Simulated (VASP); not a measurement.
Here is a VASP 6.6.1 calculation.

INCAR

```
  PREC = Accurate
  ENCUT = 520
  EDIFF = 1E-6
  ISMEAR = 0
  SIGMA = 0.05
  LREAL = False
  LASPH = True
  NELM = 80
  ALGO = Normal
  ISIF = 2
  LWAVE = False
  LCHARG = False
  NBANDS = 35
```

Contents of KPOINTS:

```
Automatic mesh
0
Gamma
  6 6 8
```

Contents of POSCAR:

```
SnO2
1.0
    4.9330604771      0.0000000000      0.0000000000
    0.0000000000      4.9336664808      0.0000000000
    0.0000000000      0.0000000000      3.3328025979
Sn O
2 4
Direct
    0.5000000000      0.5000000000      0.5000000000
    0.0000000000      0.0000000000      0.0000000000
    0.3059833077      0.2672588243      0.0000000000
    0.8059833077      0.2327411757      0.5000000000
    0.1940166923      0.7672588243      0.5000000000
    0.6940166923      0.7327411757      0.0000000000
```

Potentials or basis: VASP PAW LDA potentials, release 64 (Sn_d, O).

The run is started by

```console
$ cat potpaw_LDA.64/Sn_d/POTCAR potpaw_LDA.64/O/POTCAR > POTCAR
$ mpirun -np 1 vasp_std > vasp.out
```

(1) What does it give for the largest force?

(2) Predict the pressure.

(3) What does it give for the band gap on the k mesh?

Results:

(1) 2.021 eV/Å.

(2) -19.0 GPa.

(3) 0.34 eV, indirect (least direct gap 0.70 eV).

Caveat: spin-orbit coupling is left out, which moves the levels of the heavy elements; forces of over 1 eV/Å act on the atoms, so gaps and moduli don't describe the material at rest.
